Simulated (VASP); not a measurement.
A run of VASP 6.6.1 is set up as follows.

Contents of INCAR:

```
PREC = Accurate ; ENCUT = 520
EDIFF = 1E-6 ; ISMEAR = -1
SIGMA = 0.1 ; LREAL = Auto
LASPH = T ; NELM = 100
ALGO = Normal ; ISIF = 2
LWAVE = F ; LCHARG = F
GGA = PS ; IBRION = 2
NSW = 45 ; EDIFFG = -0.08
```

The input KPOINTS:

```
regular mesh
0
Gamma
  1 1 1
```

File POSCAR:

```
TiAl27
1.0
    8.5913470000      0.0000000000      0.0000000000
    0.0000000000      8.5913470000      0.0000000000
    0.0000000000      0.0000000000     15.0500000000
Al Ti
27 1
Selective dynamics
Direct
    0.0000000000      0.0000000000      0.0664452000  F F F
    0.3333333000      0.0000000000      0.0664452000  F F F
    0.6666667000      0.0000000000      0.0664452000  F F F
    0.0000000000      0.3333333000      0.0664452000  F F F
    0.3333333000      0.3333333000      0.0664452000  F F F
    0.6666667000      0.3333333000      0.0664452000  F F F
    0.0000000000      0.6666667000      0.0664452000  F F F
    0.3333333000      0.6666667000      0.0664452000  F F F
    0.6666667000      0.6666667000      0.0664452000  F F F
    0.1666667000      0.1666667000      0.2009967000  T T T
    0.5000000000      0.1666667000      0.2009967000  T T T
    0.8333333000      0.1666667000      0.2009967000  T T T
    0.1666667000      0.5000000000      0.2009967000  T T T
    0.5000000000      0.5000000000      0.2009967000  T T T
    0.8333333000      0.5000000000      0.2009967000  T T T
    0.1666667000      0.8333333000      0.2009967000  T T T
    0.5000000000      0.8333333000      0.2009967000  T T T
    0.8333333000      0.8333333000      0.2009967000  T T T
    0.0000000000      0.0000000000      0.3355482000  T T T
    0.3333333000      0.0000000000      0.3355482000  T T T
    0.6666667000      0.0000000000      0.3355482000  T T T
    0.0000000000      0.3333333000      0.3355482000  T T T
    0.3333333000      0.3333333000      0.3355482000  T T T
    0.6666667000      0.3333333000      0.3355482000  T T T
    0.0000000000      0.6666667000      0.3355482000  T T T
    0.3333333000      0.6666667000      0.3355482000  T T T
    0.6666667000      0.6666667000      0.3355482000  T T T
    0.8916908000      0.8828589000      0.5043189000  T T T
```

Potentials or basis: VASP PAW PBE potentials, release 64 (Al, Ti_sv).

Run with:

```sh
$ cat potpaw_PBE.64/Al/POTCAR potpaw_PBE.64/Ti_sv/POTCAR > POTCAR
$ mpirun -np 1 vasp_gam > vasp.out
```

(1) Estimate the energy gained by relaxing.

(2) Estimate the band gap on the k mesh.

Results:

(1) 115.0 meV/atom.

(2) zero (an odd number of electrons rules out a gap without spin polarisation).

Caveat: the k points lie up to 0.73 Å⁻¹ apart, too coarse for converged energies and pressures of a metal; there is no dipole correction, which matters where the two faces differ.
